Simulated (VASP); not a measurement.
# AsPb (P4/mmm) in VASP: single point with PBE

Aim: the single point of AsPb with PBE.

All numbers are computed with VASP 6.6.1; they aren't measurements. Logs are shortened: lines on timing, memory, paths and dates and some standing lists are left out, and cuts for length are marked.

## 1. The cell of the first run

It takes space group P4/mmm (No. 123, tetragonal). Conventional cell: a = 3.717 Å, b = 3.717 Å, c = 3.707 Å, α = 90.00°, β = 90.00°, γ = 90.00°. As (site symmetry 4/mmm) has 8 Pb at 3.22 Å and 6 As at 3.71 to 3.72 Å within 4.2 Å. Within 4.2 Å of Pb (site symmetry 4/mmm) lie 8 As at 3.22 Å and 6 Pb at 3.71 to 3.72 Å.

## 2. Single point, PBE

Contents of INCAR:

```
SYSTEM = AsPb
PREC = Accurate
ENCUT = 520
EDIFF = 1E-7
ISMEAR = 0
SIGMA = 0.1
LREAL = .FALSE.
LASPH = .TRUE.
NELM = 100
ALGO = Normal
ISIF = 2
LWAVE = .FALSE.
LCHARG = .FALSE.
GGA = PE
NBANDS = 16
```

Contents of KPOINTS:

```
regular mesh
0
G
  16 16 14
  0 0 0
```

Contents of POSCAR:

```
AsPb
1.0
    3.7171633255      0.0000000000      0.0000000000
    0.0000000000      3.7171633255      0.0000000000
    0.0000000000      0.0000000000      3.7069735814
As Pb
1 1
Direct
    0.5000000000      0.5000000000      0.5000000000
    0.0000000000      0.0000000000      0.0000000000
```

Potentials or basis: VASP PAW PBE potentials, release 64 (As, Pb_d).

The run is started by

```console
cat potpaw_PBE.64/As/POTCAR potpaw_PBE.64/Pb_d/POTCAR > POTCAR
mpirun -np 1 vasp_std > vasp.out
```

OUTCAR:

```text
SYSTEM = AsPb
   PREC = Accurate
   ENCUT = 520
   EDIFF = 1E-7
   ISMEAR = 0
   LREAL = .FALSE.
   LASPH = .TRUE.
   NELM = 100
   ISIF = 2
   GGA = PE

 ion  position               nearest neighbor table
   1  0.500  0.500  0.500-   2 3.22   2 3.22   2 3.22   2 3.22   2 3.22   2 3.22   2 3.22   2 3.22

   2  0.000  0.000  0.000-   1 3.22   1 3.22   1 3.22   1 3.22   1 3.22   1 3.22   1 3.22   1 3.22

  LATTYP: Found a simple tetragonal cell.
 ALAT       =     3.7171633255
 C/A-ratio  =     0.9972587311

  Lattice vectors:

 A1 = (   3.7171633255,   0.0000000000,   0.0000000000)
 A2 = (   0.0000000000,   3.7171633255,   0.0000000000)
 A3 = (   0.0000000000,   0.0000000000,   3.7069735814)

Analysis of symmetry for initial positions (statically):
=====================================================================
 Subroutine PRICEL returns:
 Original cell was already a primitive cell.

 Routine SETGRP: Setting up the symmetry group for a
 simple tetragonal supercell.

 Subroutine GETGRP returns: Found 16 space group operations
 (whereof 16 operations were pure point group operations)
 out of a pool of 16 trial point group operations.

The static configuration has the point symmetry D_4h.

Analysis of symmetry for dynamics (positions and initial velocities):
=====================================================================
 Subroutine PRICEL returns:
 Original cell was already a primitive cell.

 Routine SETGRP: Setting up the symmetry group for a
 simple tetragonal supercell.

 Subroutine GETGRP returns: Found 16 space group operations
 (whereof 16 operations were pure point group operations)
 out of a pool of 16 trial point group operations.

The dynamic configuration has the point symmetry D_4h.

 Subroutine INISYM returns: Found 16 space group operations
 (whereof 16 operations are pure point group operations),
 and found     1 'primitive' translations

----------------------------------------------------------------------------------------

                                     Primitive cell

  volume of cell :      51.2204

  direct lattice vectors                    reciprocal lattice vectors
     3.717163326  0.000000000  0.000000000     0.269022346  0.000000000  0.000000000
     0.000000000  3.717163326  0.000000000     0.000000000  0.269022346  0.000000000
     0.000000000  0.000000000  3.706973581     0.000000000  0.000000000  0.269761836

  length of vectors
[... 77 lines left out ...]
   LNONCOLLINEAR =      F non collinear calculations
   LSORBIT =      F    spin-orbit coupling
   LASPH  =      T    aspherical Exc in radial PAW
   ENCUT  =  520.0 eV  38.22 Ry    6.18 a.u.   6.91  6.91  6.89*2*pi/ulx,y,z
   NELM   =    100;   NELMIN=  2; NELMDL= -5     # of ELM steps
   EDIFF  = 0.1E-06   stopping-criterion for ELM
   LREAL  =      F    real-space projection
   EDIFFG = 0.1E-05   stopping-criterion for IOM
   NSW    =      0    number of steps for IOM
   IBRION =     -1    ionic relax: 0-MD 1-quasi-New 2-CG
   NFREE  =      0    steps in history (QN), initial steepest desc. (CG)
   ISIF   =      2    stress and relaxation
   ISYM   =      2    0-nonsym 1-usesym 2-fastsym
   POTIM  = 0.5000    time-step for ionic-motion
   TEBEG  =    0.0;   TEEND  =   0.0 temperature during run
   PSTRESS=    0.0 pullay stress
   NELECT =      19.0000    total number of electrons
   NUPDOWN=      -1.0000    fix difference up-down
   EMIN   =  10.00;   EMAX   =-10.00  energy-range for DOS
   EFERMI =   0.00;   METHOD = LEGACY
   ISMEAR =     0;   SIGMA  =   0.10  broadening in eV -4-tet -1-fermi 0-gaus
   EFERMI_NEDOS =   21; number of points for ismear=-14 and -15
   IALGO  =     38    algorithm
   IMIX   =      4    mixing-type and parameters
     AMIX     =   0.40;   BMIX     =  1.00
     AMIX_MAG =   1.60;   BMIX_MAG =  1.00
  volume/ion in A,a.u.               =      25.61       172.83
  Fermi-wavevector in a.u.,A,eV,Ry     =   1.176283  2.222852 18.825584  1.383641
  Thomas-Fermi vector in A             =   2.312649
   LORBIT       =      0    0 simple, 1 ext, 2 COOP (PROOUT), +10 PAW based schemes
   GGA     = PE    functional components
   LHFCALC =     F    Hartree Fock is set to
   AEXX    =    0.0000 exact exchange contribution
   IVDW    =     0    specifies the selected vdW correction
   LEPSILON=     F    determine dielectric tensor
   LRPA    =     F    only Hartree local field effects (RPA)
 non-spin polarized calculation
 Gauss-broadening in eV      SIGMA  =   0.10
  energy-cutoff  :      520.00
  volume of cell :       51.22
 maximum number of plane-waves:      1406
 NGX is ok and might be reduce to    28
   NGX = 13   NGY = 13   NGZ = 13

 number of electron      19.0000003 magnetization

 Free energy of the ion-electron system (eV)
  ---------------------------------------------------
  ext. energy  EPLUGINS =         0.00000000
  ---------------------------------------------------
  free energy    TOTEN  =        -7.84645996 eV

  energy without entropy =       -7.84032615  energy(sigma->0) =       -7.84339306

 E-fermi :   6.2759     XC(G=0): -10.2468

 val. band max:        6.2666625994   @ k =   0.3125   0.0625   0.2857
 cond. band min:       6.2775850372   @ k =   0.5000   0.3125   0.4286
 fundamental gap:      0.0109224377
 Fermi energy:         6.2758519392

 k-point     1 :       0.0000    0.0000    0.0000
  band No.  band energies     occupation
      1     -10.6870      2.00000
      2     -10.6846      2.00000
      3     -10.5170      2.00000
      4     -10.5166      2.00000
      5     -10.5166      2.00000
      6      -6.4502      2.00000
[... 433 lines left out ...]
      3     -10.5691      2.00000
      4     -10.5375      2.00000
      5     -10.5189      2.00000
      6      -4.4204      2.00000
[... 8 lines left out ...]
     15      15.2934      0.00000
     16      18.0602      0.00000

 [... further k-points ...]
[... 5 lines left out ...]
  --------------------------------------------------------------------------------------
  -------------------------------------------------------------------------------------
  Total        0.0063512      0.0063512      0.0023296      0.0000000      0.0000000     -0.0000000
  in kB        0.1986670      0.1986670      0.0728711      0.0000000      0.0000000     -0.0000000
  external PRESSURE =       0.1567350 kB  Pullay stress =       0.0000000 kB

 VOLUME and BASIS-vectors are now :
 -----------------------------------------------------------------------------
  energy-cutoff  :      520.00
  volume of cell :       51.22
      direct lattice vectors                 reciprocal lattice vectors
     3.717163326  0.000000000  0.000000000     0.269022346  0.000000000  0.000000000
     0.000000000  3.717163326  0.000000000     0.000000000  0.269022346  0.000000000
     0.000000000  0.000000000  3.706973581     0.000000000  0.000000000  0.269761836

 POSITION                                       TOTAL-FORCE (eV/Angst)
 -----------------------------------------------------------------------------------
      1.85858      1.85858      1.85349         0.000000      0.000000      0.000000
      0.00000      0.00000      0.00000         0.000000      0.000000      0.000000
 -----------------------------------------------------------------------------------
    total drift:                               -0.000000      0.000000     -0.000000

  FREE ENERGIE OF THE ION-ELECTRON SYSTEM (eV)
  ---------------------------------------------------
  free  energy   TOTEN  =        -7.8464599635 eV

  energy  without entropy=       -7.8403261517  energy(sigma->0) =       -7.84339306
```

stdout:

```text
POSCAR found type information on POSCAR AsPb
 POSCAR found :  2 types and       2 ions
 scaLAPACK will be used
 LDA part: xc-table for (Slater+PW92), standard interpolation
 POSCAR, INCAR and KPOINTS ok, starting setup
 FFT: planning ... GRIDC
 FFT: planning ... GRID_SOFT
 FFT: planning ... GRID
 WAVECAR not read
 entering main loop
```

It took 3.5 min on 1 thread of Intel Xeon Platinum 8259CL at 2.50GHz (Skylake/Cascade Lake), shared host; peak memory 0.4 GiB.

What came out:

```yaml
Free_energy: -7.8465 eV
Pressure: 0.0 GPa
```

Levels at points of the mesh, in eV from the Fermi level:
```
           k point  band 7  band 8  band 9  band 10  band 11  band 12
(0.00, 0.00, 0.00)   -5.91   -1.16   -1.16    -1.12     4.65     4.68
(0.50, 0.00, 0.00)   -9.35    0.52    0.61     0.61     0.65     3.23
(0.50, 0.50, 0.00)   -7.66   -4.63   -4.63     1.02     4.85     4.85
(0.00, 0.00, 0.50)   -9.33    0.50    0.58     0.62     0.62     3.24
(0.50, 0.00, 0.50)   -7.64   -4.62   -4.62     0.99     4.80     4.82
(0.50, 0.50, 0.50)   -6.42   -2.10   -2.09    -2.09    -1.06    -1.04
```

Caveat: spin-orbit coupling is left out, which moves the levels of the heavy elements.
